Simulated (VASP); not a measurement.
Here is a VASP 6.6.1 calculation.

File INCAR:

```
SYSTEM = Co
  ALGO = Normal
  EDIFF = 1E-6
  EDIFFG = -0.05
  ENCUT = 600
  GGA = PS
  IBRION = 2
  ISIF = 3
  ISMEAR = -1
  ISPIN = 2
  IVDW = 12
  LASPH = .TRUE.
  LCHARG = .FALSE.
  LMAXMIX = 4
  LORBIT = 11
  LREAL = .FALSE.
  LWAVE = .FALSE.
  MAGMOM = 1.8 1.8
  NELM = 150
  NSW = 80
  PREC = Accurate
  SIGMA = 0.1
```

File KPOINTS:

```
k-points
0
G
  14 14 8
  0 0 0
```

Contents of POSCAR:

```
Co
1.0
    2.4873600000      0.0000000000      0.0000000000
   -1.2436800000      2.1541200000      0.0000000000
    0.0000000000      0.0000000000      4.0632900000
Co
2
Direct
    0.6666666667      0.3333333333      0.2598600000
    0.3333333333      0.6666666667      0.7401400000
```

Potentials or basis: VASP PAW PBE potentials, release 64 (Co).

The run is started by

```console
$ cat potpaw_PBE.64/Co/POTCAR > POTCAR
$ mpirun -np 1 vasp_std > vasp.out
```

Estimate the relaxed cell.

a = 2.431 Å, b = 2.431 Å, c = 3.932 Å, α = 90.00°, β = 90.00°, γ = 120.00°.

Predict the space group after relaxing (to 0.1 Å).

P6_3/mmc (No. 194).

What does it give for the dispersion energy per atom?

-0.410 eV.

Predict the relaxed volume.

10.06 Å³/atom.

Stress tensor (GPa, compression positive):
```
 0.08  0.00  0.00
 0.00  0.08  0.00
 0.00  0.00 -0.06
```

Caveat: the PAW data sets were made with another functional, which shifts forces and pressure a little.
